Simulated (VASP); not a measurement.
# Be2Rh (R-3m) in VASP: a series of runs

The runs below take Be2Rh through single point, relaxation of cell and atoms, with PBE.

All numbers are computed with VASP 6.6.1; they aren't measurements. Logs are shortened: lines on timing, memory, paths and dates and some standing lists are left out, and cuts for length are marked.

## 1. The cell of the first run

It takes space group R-3m (No. 166, trigonal). Conventional cell: a = 2.808 Å, b = 2.808 Å, c = 12.723 Å, α = 90.00°, β = 90.00°, γ = 120.00°. Within 2.6 Å of Be (site symmetry 3m) lie 3 Rh at 1.94 Å. Rh (site symmetry -3m) has 6 Be at 1.94 Å within 2.6 Å.

## 2. Single point, PBE

INCAR reads:

```
SYSTEM = Be2Rh
PREC = Accurate
ENCUT = 520
EDIFF = 1E-6
ISMEAR = 0
SIGMA = 0.1
LREAL = .FALSE.
LASPH = .TRUE.
NELM = 60
ALGO = Normal
ISIF = 2
LWAVE = .FALSE.
LCHARG = .FALSE.
GGA = PE
NBANDS = 16
```

KPOINTS reads:

```
regular mesh
0
G
  6 6 6
  0 0 0
```

POSCAR reads:

```
Be2Rh
1.0
    1.4041317216      0.8106758274      4.2408369942
   -1.4041317216      0.8106758274      4.2408369942
    0.0000000000     -1.6213516549      4.2408369942
Be Rh
2 1
Direct
    0.7500000000      0.7500000000      0.7500000000
    0.2500000000      0.2500000000      0.2500000000
    0.0000000000      0.0000000000      0.0000000000
```

Potentials or basis: VASP PAW PBE potentials, release 64 (Be, Rh_pv).

On the command line:

```bash
> cat potpaw_PBE.64/Be/POTCAR potpaw_PBE.64/Rh_pv/POTCAR > POTCAR
> mpirun -np 1 vasp_std > vasp.out
```

OUTCAR:

```text
SYSTEM = Be2Rh
   PREC = Accurate
   ENCUT = 520
   EDIFF = 1E-6
   ISMEAR = 0
   LREAL = .FALSE.
   LASPH = .TRUE.
   NELM = 60
   ISIF = 2
   GGA = PE

 ion  position               nearest neighbor table
   1  0.750  0.750  0.750-   3 1.94   3 1.94   3 1.94
   2  0.250  0.250  0.250-   3 1.94   3 1.94   3 1.94
   3  0.000  0.000  0.000-   1 1.94   2 1.94   1 1.94   1 1.94   2 1.94   2 1.94

  LATTYP: Found a trigonal (rhomboedric) cell.
 ALAT       =     4.5402069997
 COS(alpha) =     0.8087090652

  Lattice vectors:

 A1 = (   1.4041317216,   0.8106758274,   4.2408369942)
 A2 = (  -1.4041317216,   0.8106758274,   4.2408369942)
 A3 = (   0.0000000000,  -1.6213516549,   4.2408369942)

Analysis of symmetry for initial positions (statically):
=====================================================================
 Subroutine PRICEL returns:
 Original cell was already a primitive cell.

 Routine SETGRP: Setting up the symmetry group for a
 trigonal (rhombohedral) supercell.

 Subroutine GETGRP returns: Found 12 space group operations
 (whereof 12 operations were pure point group operations)
 out of a pool of 12 trial point group operations.

The static configuration has the point symmetry D_3d.

Analysis of symmetry for dynamics (positions and initial velocities):
=====================================================================
 Subroutine PRICEL returns:
 Original cell was already a primitive cell.

 Routine SETGRP: Setting up the symmetry group for a
 trigonal (rhombohedral) supercell.

 Subroutine GETGRP returns: Found 12 space group operations
 (whereof 12 operations were pure point group operations)
 out of a pool of 12 trial point group operations.

The dynamic configuration has the point symmetry D_3d.

 Subroutine INISYM returns: Found 12 space group operations
 (whereof 12 operations are pure point group operations),
 and found     1 'primitive' translations

----------------------------------------------------------------------------------------

                                     Primitive cell

  volume of cell :      28.9640

  direct lattice vectors                    reciprocal lattice vectors
     1.404131722  0.810675827  4.240836994     0.356091948  0.205589782  0.078600836
    -1.404131722  0.810675827  4.240836994    -0.356091948  0.205589782  0.078600836
     0.000000000 -1.621351655  4.240836994     0.000000000 -0.411179564  0.078600836

  length of vectors
     4.540207000  4.540207000  4.540207000     0.418624803  0.418624803  0.418624803

[... 85 lines left out ...]
   NSW    =      0    number of steps for IOM
   IBRION =     -1    ionic relax: 0-MD 1-quasi-New 2-CG
   NFREE  =      0    steps in history (QN), initial steepest desc. (CG)
   ISIF   =      2    stress and relaxation
   ISYM   =      2    0-nonsym 1-usesym 2-fastsym
   POTIM  = 0.5000    time-step for ionic-motion
   TEBEG  =    0.0;   TEEND  =   0.0 temperature during run
   PSTRESS=    0.0 pullay stress
   NELECT =      19.0000    total number of electrons
   NUPDOWN=      -1.0000    fix difference up-down
   EMIN   =  10.00;   EMAX   =-10.00  energy-range for DOS
   EFERMI =   0.00;   METHOD = LEGACY
   ISMEAR =     0;   SIGMA  =   0.10  broadening in eV -4-tet -1-fermi 0-gaus
   EFERMI_NEDOS =   21; number of points for ismear=-14 and -15
   IALGO  =     38    algorithm
   IMIX   =      4    mixing-type and parameters
     AMIX     =   0.40;   BMIX     =  1.00
     AMIX_MAG =   1.60;   BMIX_MAG =  1.00
  volume/ion in A,a.u.               =       9.65        65.15
  Fermi-wavevector in a.u.,A,eV,Ry     =   1.422460  2.688060 27.529926  2.023392
  Thomas-Fermi vector in A             =   2.543161
   LORBIT       =      0    0 simple, 1 ext, 2 COOP (PROOUT), +10 PAW based schemes
   GGA     = PE    functional components
   LHFCALC =     F    Hartree Fock is set to
   AEXX    =    0.0000 exact exchange contribution
   IVDW    =     0    specifies the selected vdW correction
   LEPSILON=     F    determine dielectric tensor
   LRPA    =     F    only Hartree local field effects (RPA)
 non-spin polarized calculation
 Gauss-broadening in eV      SIGMA  =   0.10
  energy-cutoff  :      520.00
  volume of cell :       28.96
 maximum number of plane-waves:       794
 NGX is ok and might be reduce to    36
   NGX = 17   NGY = 17   NGZ = 17

 number of electron      18.9999999 magnetization

 Free energy of the ion-electron system (eV)
  ---------------------------------------------------
  ext. energy  EPLUGINS =         0.00000000
  ---------------------------------------------------
  free energy    TOTEN  =       -11.44206290 eV

  energy without entropy =      -11.43355770  energy(sigma->0) =      -11.43781030

 E-fermi :   9.6431     XC(G=0): -11.9738

 val. band max:        9.6286271375   @ k =  -0.1667   0.5000   0.1667
 cond. band min:       9.6569772562   @ k =   0.5000   0.3333   0.0000
 fundamental gap:      0.0283501188
 Fermi energy:         9.6430991263

 k-point     1 :       0.0000    0.0000    0.0000
  band No.  band energies     occupation
      1     -37.6879      2.00000
      2     -37.5277      2.00000
      3     -37.5277      2.00000
      4      -0.3841      2.00000
      5       2.3095      2.00000
      6       4.2017      2.00000
[... 433 lines left out ...]
      3     -37.6423      2.00000
      4       2.5124      2.00000
      5       3.0893      2.00000
      6       4.7989      2.00000
[... 8 lines left out ...]
     15      20.2577      0.00000
     16      21.0021      0.00000

 [... further k-points ...]

------------------------ aborting loop because EDIFF is reached ----------------------------------------

  FORCE on cell =-STRESS in cart. coord.  units (eV):
  Direction    XX          YY          ZZ          XY          YZ          ZX
  --------------------------------------------------------------------------------------
  -------------------------------------------------------------------------------------
  Total       15.0815888     15.0815888     12.5556610      0.0000000     -0.0000000      0.0000000
  in kB      834.2568331    834.2568330    694.5319975      0.0000000     -0.0000000      0.0000000
  external PRESSURE =     787.6818879 kB  Pullay stress =       0.0000000 kB

 VOLUME and BASIS-vectors are now :
 -----------------------------------------------------------------------------
  energy-cutoff  :      520.00
  volume of cell :       28.96
      direct lattice vectors                 reciprocal lattice vectors
     1.404131722  0.810675827  4.240836994     0.356091948  0.205589782  0.078600836
    -1.404131722  0.810675827  4.240836994    -0.356091948  0.205589782  0.078600836
     0.000000000 -1.621351655  4.240836994     0.000000000 -0.411179564  0.078600836

 POSITION                                       TOTAL-FORCE (eV/Angst)
 -----------------------------------------------------------------------------------
      0.00000     -0.00000      9.54188         0.000000     -0.000000      7.127679
      0.00000     -0.00000      3.18063         0.000000      0.000000     -7.127679
      0.00000      0.00000      0.00000         0.000000     -0.000000     -0.000000
 -----------------------------------------------------------------------------------
    total drift:                                0.000000      0.000000     -0.000000

  FREE ENERGIE OF THE ION-ELECTRON SYSTEM (eV)
  ---------------------------------------------------
  free  energy   TOTEN  =       -11.4420628994 eV

  energy  without entropy=      -11.4335576986  energy(sigma->0) =      -11.43781030
```

stdout:

```text
POSCAR found type information on POSCAR BeRh
 POSCAR found :  2 types and       3 ions
 scaLAPACK will be used
 LDA part: xc-table for (Slater+PW92), standard interpolation
 POSCAR, INCAR and KPOINTS ok, starting setup
 FFT: planning ... GRIDC
 FFT: planning ... GRID_SOFT
 FFT: planning ... GRID
 WAVECAR not read
 entering main loop
```

It took 61 s on 1 thread of AMD EPYC, shared host; peak memory 0.17 GiB.

What came out:

| Item | Value |
| --- | --- |
| Free energy | -11.4421 eV |
| Pressure | 78.8 GPa |
| Largest force | 7.128 eV/Å |

Forces in eV/Å, atoms in the order of the input:
```
Be   0.000  0.000  7.128
Be   0.000  0.000 -7.128
Rh   0.000  0.000  0.000
```

Caveat: the k points lie up to 0.44 Å⁻¹ apart; forces of over 1 eV/Å act on the atoms, so gaps and moduli don't describe the material at rest.

## 3. Single point, PBE

This run uses another cell than the first one, of 10.69 Å³/atom, 1.107 times its volume.

INCAR reads:

```
ALGO = Fast
EDIFF = 1E-7
ENCUT = 520
GGA = PE
ISIF = 2
ISMEAR = 0
LASPH = True
LCHARG = False
LREAL = False
LWAVE = False
NBANDS = 16
NELM = 60
PREC = Accurate
SIGMA = 0.1
```

KPOINTS reads:

```
k-points
0
Gamma
  6 6 6
```

POSCAR reads:

```
Be2Rh
1.0
    1.4309459085      0.8261570055      4.5219557516
   -1.4309459085      0.8261570055      4.5219557516
    0.0000000000     -1.6523140110      4.5219557515
Be Rh
2 1
Direct
    0.7820880747      0.7820880747      0.7820880747
    0.2179119253      0.2179119253      0.2179119253
    0.0000000000      0.0000000000      0.0000000000
```

Potentials or basis: VASP PAW PBE potentials, release 64 (Be, Rh_pv).

On the command line:

```bash
> cat potpaw_PBE.64/Be/POTCAR potpaw_PBE.64/Rh_pv/POTCAR > POTCAR
> mpirun -np 1 vasp_std > vasp.out
```

OUTCAR:

```text
EDIFF = 1E-7
   ENCUT = 520
   GGA = PE
   ISIF = 2
   ISMEAR = 0
   LASPH = True
   LREAL = False
   NELM = 60
   PREC = Accurate

 ion  position               nearest neighbor table
   1  0.782  0.782  0.782-   2 2.16   2 2.16   2 2.16   3 2.28   3 2.28   3 2.28
   2  0.218  0.218  0.218-   1 2.16   1 2.16   1 2.16   3 2.28   3 2.28   3 2.28
   3  0.000  0.000  0.000-   1 2.28   2 2.28   1 2.28   1 2.28   2 2.28   2 2.28

  LATTYP: Found a trigonal (rhomboedric) cell.
 ALAT       =     4.8143769493
 COS(alpha) =     0.8233163966

  Lattice vectors:

 A1 = (   1.4309459085,   0.8261570055,   4.5219557516)
 A2 = (  -1.4309459085,   0.8261570055,   4.5219557516)
 A3 = (   0.0000000000,  -1.6523140110,   4.5219557515)

Analysis of symmetry for initial positions (statically):
=====================================================================
 Subroutine PRICEL returns:
 Original cell was already a primitive cell.

 Routine SETGRP: Setting up the symmetry group for a
 trigonal (rhombohedral) supercell.

[... 168 lines left out ...]

 E-fermi :   7.9171     XC(G=0): -11.7391

 val. band max:        7.6570199097   @ k =  -0.1667   0.1667   0.1667
 cond. band min:       7.9892319697   @ k =   0.5000   0.0000   0.0000
 fundamental gap:      0.3322120600
 Fermi energy:         7.9170680820

 k-point     1 :       0.0000    0.0000    0.0000
  band No.  band energies     occupation
      1     -38.6436      2.00000
      2     -38.4330      2.00000
      3     -38.4330      2.00000
      4      -1.0704      2.00000
      5       2.4974      2.00000
      6       5.1301      2.00000
[... 433 lines left out ...]
      3     -38.5466      2.00000
      4       2.4701      2.00000
      5       3.1701      2.00000
      6       4.6294      2.00000
[... 8 lines left out ...]
     15      18.5998      0.00000
     16      19.0064      0.00000

 [... further k-points ...]

------------------------ aborting loop because EDIFF is reached ----------------------------------------

  FORCE on cell =-STRESS in cart. coord.  units (eV):
  Direction    XX          YY          ZZ          XY          YZ          ZX
  --------------------------------------------------------------------------------------
  -------------------------------------------------------------------------------------
  Total        0.0184759      0.0184759      0.0114209      0.0000000      0.0000000      0.0000000
  in kB        0.9228944      0.9228944      0.5704899      0.0000000      0.0000000      0.0000000
  external PRESSURE =       0.8054262 kB  Pullay stress =       0.0000000 kB

 VOLUME and BASIS-vectors are now :
 -----------------------------------------------------------------------------
  energy-cutoff  :      520.00
  volume of cell :       32.07
      direct lattice vectors                 reciprocal lattice vectors
     1.430945909  0.826157006  4.521955752     0.349419218  0.201737279  0.073714417
    -1.430945909  0.826157006  4.521955752    -0.349419218  0.201737279  0.073714417
     0.000000000 -1.652314011  4.521955752     0.000000000 -0.403474559  0.073714417

 POSITION                                       TOTAL-FORCE (eV/Angst)
 -----------------------------------------------------------------------------------
      0.00000      0.00000     10.60970         0.000000      0.000000     -0.013228
      0.00000      0.00000      2.95616         0.000000     -0.000000      0.013228
      0.00000      0.00000      0.00000         0.000000      0.000000     -0.000000
 -----------------------------------------------------------------------------------
    total drift:                               -0.000000      0.000000     -0.000000

  FREE ENERGIE OF THE ION-ELECTRON SYSTEM (eV)
  ---------------------------------------------------
  free  energy   TOTEN  =       -15.2022690843 eV

  energy  without entropy=      -15.1991588932  energy(sigma->0) =      -15.20071399
```

OSZICAR:

```text
N       E                     dE             d eps       ncg     rms          rms(c)
DAV:   1     0.129287020868E+03    0.12929E+03   -0.10673E+04  1040   0.113E+03
DAV:   2    -0.142966939763E+02   -0.14358E+03   -0.13875E+03  1224   0.322E+02
DAV:   3    -0.166217201123E+02   -0.23250E+01   -0.23173E+01  1376   0.452E+01
DAV:   4    -0.166368015404E+02   -0.15081E-01   -0.15081E-01  1184   0.378E+00
DAV:   5    -0.166370781755E+02   -0.27664E-03   -0.27663E-03  1368   0.480E-01    0.123E+01
RMM:   6    -0.161137369155E+02    0.52334E+00   -0.65894E+00  1109   0.211E+01    0.630E+00
RMM:   7    -0.152382953758E+02    0.87544E+00   -0.11419E+00  1026   0.899E+00    0.176E+00
RMM:   8    -0.152071632099E+02    0.31132E-01   -0.24526E-02  1092   0.130E+00    0.665E-01
RMM:   9    -0.152023156869E+02    0.48475E-02   -0.47671E-03  1122   0.538E-01    0.106E-01
RMM:  10    -0.152022708799E+02    0.44807E-04   -0.35834E-04  1183   0.190E-01    0.301E-02
RMM:  11    -0.152022709509E+02   -0.70998E-07   -0.37639E-05  1214   0.625E-02    0.815E-03
RMM:  12    -0.152022693333E+02    0.16175E-05   -0.86151E-06  1304   0.276E-02    0.207E-03
RMM:  13    -0.152022689548E+02    0.37848E-06   -0.13895E-06  1253   0.116E-02    0.832E-04
RMM:  14    -0.152022690882E+02   -0.13331E-06   -0.35250E-07  1049   0.578E-03    0.348E-04
RMM:  15    -0.152022690843E+02    0.39026E-08   -0.67813E-08   787   0.275E-03
   1 F= -.15202269E+02 E0= -.15200714E+02  d E =-.311019E-02
```

Run time: 84 s. Hardware: 1 thread of AMD EPYC, shared host; peak memory 0.18 GiB.

What came out:

```yaml
Free_energy: -15.2023 eV
Pressure: 0.1 GPa
Largest_force: 0.013 eV/Å
```

Forces in eV/Å, atoms in the order of the input:
```
Be   0.000  0.000 -0.013
Be   0.000  0.000  0.013
Rh   0.000  0.000  0.000
```

Caveat: the k points lie up to 0.43 Å⁻¹ apart.

(Continued in part 2 of 2.)
